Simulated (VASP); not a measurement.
# MgSi (P4/mmm) in VASP: single point with PBEsol

Aim: the single point of MgSi with PBEsol.

Program: VASP 6.6.1. These are calculated values, not measurements. Logs are shortened: lines on timing, memory, paths and dates and some standing lists are left out, and cuts for length are marked.

## (1) The cell of the first run

It takes space group P4/mmm (No. 123, tetragonal). Conventional cell: a = 2.990 Å, b = 2.990 Å, c = 3.882 Å, α = 90.00°, β = 90.00°, γ = 90.00°. Mg (site symmetry 4/mmm) has 8 Si at 2.87 Å and 4 Mg at 2.99 Å within 3.8 Å. Within 3.8 Å of Si (site symmetry 4/mmm) lie 8 Mg at 2.87 Å and 4 Si at 2.99 Å.

## (2) Single point, PBEsol

Input file INCAR:

```
PREC = Accurate ; ENCUT = 520
EDIFF = 1E-6 ; ISMEAR = -4
SIGMA = 0.15 ; LREAL = F
LASPH = T ; NELM = 60
ALGO = Normal ; ISIF = 2
LWAVE = F ; LCHARG = F
GGA = PS ; NBANDS = 10
```

Input file KPOINTS:

```
Automatic mesh
0
Gamma
  18 18 14
```

Input file POSCAR:

```
MgSi
1.0
    2.9903633700      0.0000000000      0.0000000000
    0.0000000000      2.9903633700      0.0000000000
    0.0000000000      0.0000000000      3.8815507008
Mg Si
1 1
Direct
    0.0000000000      0.0000000000      0.0000000000
    0.5000000000      0.5000000000      0.5000000000
```

Potentials or basis: VASP PAW PBE potentials, release 64 (Mg, Si).

Command:

```sh
> cat potpaw_PBE.64/Mg/POTCAR potpaw_PBE.64/Si/POTCAR > POTCAR
> mpirun -np 1 vasp_std > vasp.out
```

OUTCAR:

```text
PREC = Accurate
   ENCUT = 520
   EDIFF = 1E-6
   ISMEAR = -4
   LREAL = F
   LASPH = T
   NELM = 60
   ISIF = 2
   GGA = PS

 ion  position               nearest neighbor table
   1  0.000  0.000  0.000-   2 2.87   2 2.87   2 2.87   2 2.87   2 2.87   2 2.87   2 2.87   2 2.87

   2  0.500  0.500  0.500-   1 2.87   1 2.87   1 2.87   1 2.87   1 2.87   1 2.87   1 2.87   1 2.87

  LATTYP: Found a simple tetragonal cell.
 ALAT       =     2.9903633700
 C/A-ratio  =     1.2980197456

  Lattice vectors:

 A1 = (   2.9903633700,   0.0000000000,   0.0000000000)
 A2 = (   0.0000000000,   2.9903633700,   0.0000000000)
 A3 = (   0.0000000000,   0.0000000000,   3.8815507008)

Analysis of symmetry for initial positions (statically):
=====================================================================
 Subroutine PRICEL returns:
 Original cell was already a primitive cell.

 Routine SETGRP: Setting up the symmetry group for a
 simple tetragonal supercell.

 Subroutine GETGRP returns: Found 16 space group operations
 (whereof 16 operations were pure point group operations)
 out of a pool of 16 trial point group operations.

The static configuration has the point symmetry D_4h.

Analysis of symmetry for dynamics (positions and initial velocities):
=====================================================================
 Subroutine PRICEL returns:
 Original cell was already a primitive cell.

 Routine SETGRP: Setting up the symmetry group for a
 simple tetragonal supercell.

 Subroutine GETGRP returns: Found 16 space group operations
 (whereof 16 operations were pure point group operations)
 out of a pool of 16 trial point group operations.

The dynamic configuration has the point symmetry D_4h.

 Subroutine INISYM returns: Found 16 space group operations
 (whereof 16 operations are pure point group operations),
 and found     1 'primitive' translations

----------------------------------------------------------------------------------------

                                     Primitive cell

  volume of cell :      34.7099

  direct lattice vectors                    reciprocal lattice vectors
     2.990363370  0.000000000  0.000000000     0.334407521  0.000000000  0.000000000
     0.000000000  2.990363370  0.000000000     0.000000000  0.334407521  0.000000000
     0.000000000  0.000000000  3.881550701     0.000000000  0.000000000  0.257628993

  length of vectors
     2.990363370  2.990363370  3.881550701     0.334407521  0.334407521  0.257628993

  position of ions in fractional coordinates (direct lattice)
     0.000000000  0.000000000  0.000000000
     0.500000000  0.500000000  0.500000000

  ion indices of the primitive-cell ions
   primitive index   ion index
                 1           1
                 2           2

----------------------------------------------------------------------------------------

 KPOINTS: Automatic mesh

Automatic generation of k-mesh.
 Grid dimensions read from file:
 generate k-points for:   18   18   14

 Generating k-lattice:

  Cartesian coordinates                     Fractional coordinates (reciprocal lattice)
     0.018578196  0.000000000  0.000000000     0.055555556  0.000000000  0.000000000
     0.000000000  0.018578196  0.000000000     0.000000000  0.055555556  0.000000000
     0.000000000  0.000000000  0.018402071     0.000000000  0.000000000  0.071428571

  Length of vectors
     0.018578196  0.018578196  0.018402071

  Shift w.r.t. Gamma in fractional coordinates (k-lattice)
     0.000000000  0.000000000  0.000000000

 TETIRR: Found   6804 inequivalent tetrahedra from    27216

 Subroutine IBZKPT returns following result:
 ===========================================

 Found    440 irreducible k-points:

 Following reciprocal coordinates:
            Coordinates               Weight
  0.000000  0.000000  0.000000      1.000000
  0.055556  0.000000  0.000000      4.000000
  0.111111  0.000000  0.000000      4.000000
  0.166667  0.000000  0.000000      4.000000
  0.222222  0.000000  0.000000      4.000000
  0.277778  0.000000  0.000000      4.000000
[... 16 lines left out ...]
  0.277778  0.111111  0.000000      8.000000
  0.333333  0.111111  0.000000      8.000000
 [... further k-points ...]
   k-points           NKPTS =    440   k-points in BZ     NKDIM =    440   number of bands    NBANDS=     10
   number of dos      NEDOS =    301   number of ions     NIONS =      2
   total plane-waves  NPLWV =  17280
   dimension x,y,z NGX =    24 NGY =   24 NGZ =   30
   dimension x,y,z NGXF=    48 NGYF=   48 NGZF=   60
   ions per type =               1   1
   NGX,Y,Z   is equivalent  to a cutoff of  13.34, 13.34, 12.85 a.u.
   NGXF,Y,Z  is equivalent  to a cutoff of  26.69, 26.69, 25.70 a.u.
 SYSTEM =  unknown system
   PREC   = accura    normal or accurate (medium, high low for compatibility)
   ISTART =      0    job   : 0-new  1-cont  2-samecut
   ICHARG =      2    charge: 1-file 2-atom 10-const
   ISPIN  =      1    spin polarized calculation?
   LNONCOLLINEAR =      F non collinear calculations
   LSORBIT =      F    spin-orbit coupling
   LASPH  =      T    aspherical Exc in radial PAW
   ENCUT  =  520.0 eV  38.22 Ry    6.18 a.u.   5.56  5.56  7.22*2*pi/ulx,y,z
   NELM   =     60;   NELMIN=  2; NELMDL= -5     # of ELM steps
   EDIFF  = 0.1E-05   stopping-criterion for ELM
   LREAL  =      F    real-space projection
   EDIFFG = 0.1E-04   stopping-criterion for IOM
   NSW    =      0    number of steps for IOM
   IBRION =     -1    ionic relax: 0-MD 1-quasi-New 2-CG
   NFREE  =      0    steps in history (QN), initial steepest desc. (CG)
   ISIF   =      2    stress and relaxation
   ISYM   =      2    0-nonsym 1-usesym 2-fastsym
   POTIM  = 0.5000    time-step for ionic-motion
   TEBEG  =    0.0;   TEEND  =   0.0 temperature during run
   PSTRESS=    0.0 pullay stress
   NELECT =       6.0000    total number of electrons
   NUPDOWN=      -1.0000    fix difference up-down
   EMIN   =  10.00;   EMAX   =-10.00  energy-range for DOS
   EFERMI =   0.00;   METHOD = LEGACY
   ISMEAR =    -4;   SIGMA  =   0.15  broadening in eV -4-tet -1-fermi 0-gaus
   EFERMI_NEDOS =   21; number of points for ismear=-14 and -15
   IALGO  =     38    algorithm
   IMIX   =      4    mixing-type and parameters
     AMIX     =   0.40;   BMIX     =  1.00
     AMIX_MAG =   1.60;   BMIX_MAG =  1.00
  volume/ion in A,a.u.               =      17.35       117.12
  Fermi-wavevector in a.u.,A,eV,Ry     =   0.911957  1.723348 11.315488  0.831665
  Thomas-Fermi vector in A             =   2.036296
   LORBIT       =      0    0 simple, 1 ext, 2 COOP (PROOUT), +10 PAW based schemes
   GGA     = PS    functional components
   LHFCALC =     F    Hartree Fock is set to
   AEXX    =    0.0000 exact exchange contribution
   IVDW    =     0    specifies the selected vdW correction
   LEPSILON=     F    determine dielectric tensor
   LRPA    =     F    only Hartree local field effects (RPA)
 non-spin polarized calculation
 Fermi weights with tetrahedron method witout Bloechl corrections
  energy-cutoff  :      520.00
  volume of cell :       34.71
 maximum number of plane-waves:       950
 NGX is ok and might be reduce to    24
   NGX = 11   NGY = 11   NGZ = 15

 number of electron       6.0000000 magnetization

 Free energy of the ion-electron system (eV)
  ---------------------------------------------------
  ext. energy  EPLUGINS =         0.00000000
  ---------------------------------------------------
  free energy    TOTEN  =        -7.30216989 eV

  energy without entropy =       -7.30216989  energy(sigma->0) =       -7.30216989

 E-fermi :   6.0145     XC(G=0):  -9.9657

 val. band max:        6.2127379004   @ k =   0.5000   0.2778   0.1429
 cond. band min:       5.7663430923   @ k =   0.3889   0.2778   0.1429
 fundamental gap:     -0.4463948080
 Fermi energy:         6.0145227093

 k-point     1 :       0.0000    0.0000    0.0000
  band No.  band energies     occupation
      1      -5.1159      2.00000
      2       4.0418      2.00000
      3       6.1503      0.00000
      4       9.6406      0.00000
      5       9.6406      0.00000
      6      10.9442      0.00000
      7      13.4611      0.00000
      8      18.3730      0.00000
      9      18.3730      0.00000
     10      19.5856      0.00000

 k-point     2 :       0.0556    0.0000    0.0000
  band No.  band energies     occupation
      1      -5.0669      2.00000
      2       4.0841      2.00000
      3       6.1992      0.00000
      4       8.7680      0.00000
      5       9.6789      0.00000
      6      11.5265      0.00000
      7      13.8602      0.00000
      8      17.5645      0.00000
      9      18.4199      0.00000
     10      18.9439      0.00000

 k-point     3 :       0.1111    0.0000    0.0000
  band No.  band energies     occupation
      1      -4.9202      2.00000
      2       4.2104      2.00000
      3       6.3406      0.00000
      4       7.4209      0.00000
      5       9.7932      0.00000
      6      12.0789      0.00000
      7      14.9492      0.00000
      8      16.2617      0.00000
      9      17.9696      0.00000
     10      18.5602      0.00000

 k-point     4 :       0.1667    0.0000    0.0000
  band No.  band energies     occupation
      1      -4.6770      2.00000
      2       4.4189      2.00000
      3       6.0050      0.97101
      4       6.6311      0.00000
      5       9.9808      0.00000
      6      12.4726      0.00000
      7      14.9359      0.00000
      8      15.9395      0.00000
      9      17.4251      0.00000
     10      18.7923      0.00000
[... 222 lines left out ...]
 k-point    22 :       0.2222    0.1111    0.0000
  band No.  band energies     occupation
      1      -4.1454      2.00000
      2       4.8662      2.00000
      3       4.8761      1.99209
      4       7.1331      0.00000
      5       8.2216      0.00000
      6      13.8414      0.00000
      7      14.8018      0.00000
      8      15.6567      0.00000
      9      16.9976      0.00000
     10      17.0789      0.00000

 k-point    23 :       0.2778    0.1111    0.0000
  band No.  band energies     occupation
      1      -3.7193      2.00000
      2       3.6350      2.00000
      3       5.2351      2.00000
      4       7.5636      0.00000
      5       8.5719      0.00000
      6      12.6680      0.00000
      7      14.2829      0.00000
      8      15.3620      0.00000
      9      16.2883      0.00000
     10      17.3719      0.00000

 k-point    24 :       0.3333    0.1111    0.0000
  band No.  band energies     occupation
      1      -3.2132      2.00000
      2       2.4925      2.00000
      3       5.6500      1.98586
      4       8.0779      0.00000
      5       8.9828      0.00000
      6      11.6125      0.00000
      7      13.3395      0.00000
      8      14.7685      0.00000
      9      16.2682      0.00000
     10      17.8110      0.00000

 [... further k-points ...]
[... 5 lines left out ...]
  --------------------------------------------------------------------------------------
  -------------------------------------------------------------------------------------
  Total       -0.3373223     -0.3373223      0.2566926      0.0000000     -0.0000000      0.0000000
  in kB      -15.5704971    -15.5704971     11.8487027      0.0000000     -0.0000000      0.0000000
  external PRESSURE =      -6.4307638 kB  Pullay stress =       0.0000000 kB

 VOLUME and BASIS-vectors are now :
 -----------------------------------------------------------------------------
  energy-cutoff  :      520.00
  volume of cell :       34.71
      direct lattice vectors                 reciprocal lattice vectors
     2.990363370  0.000000000  0.000000000     0.334407521  0.000000000  0.000000000
     0.000000000  2.990363370  0.000000000     0.000000000  0.334407521  0.000000000
     0.000000000  0.000000000  3.881550701     0.000000000  0.000000000  0.257628993

 POSITION                                       TOTAL-FORCE (eV/Angst)
 -----------------------------------------------------------------------------------
      0.00000      0.00000      0.00000         0.000000      0.000000      0.000000
      1.49518      1.49518      1.94078         0.000000      0.000000      0.000000
 -----------------------------------------------------------------------------------
    total drift:                               -0.000000     -0.000000     -0.000000

  FREE ENERGIE OF THE ION-ELECTRON SYSTEM (eV)
  ---------------------------------------------------
  free  energy   TOTEN  =        -7.3021698904 eV

  energy  without entropy=       -7.3021698904  energy(sigma->0) =       -7.30216989
```

Wall time 79 s (1 thread of AMD EPYC 7R13 (Zen 3), shared host); peak memory 0.26 GiB.

What came out:

| Property | Result |
| --- | --- |
| Free energy | -7.3022 eV |
| Pressure | -0.6 GPa |
| Band gap on the k mesh | zero (band 3 reaches 10.30 eV, above the bottom of band 4 at 4.50 eV) |

Stress tensor (GPa, compression positive):
```
-1.56  0.00  0.00
 0.00 -1.56  0.00
 0.00  0.00  1.18
```

Caveat: the PAW data sets were made with another functional, which shifts forces and pressure a little.
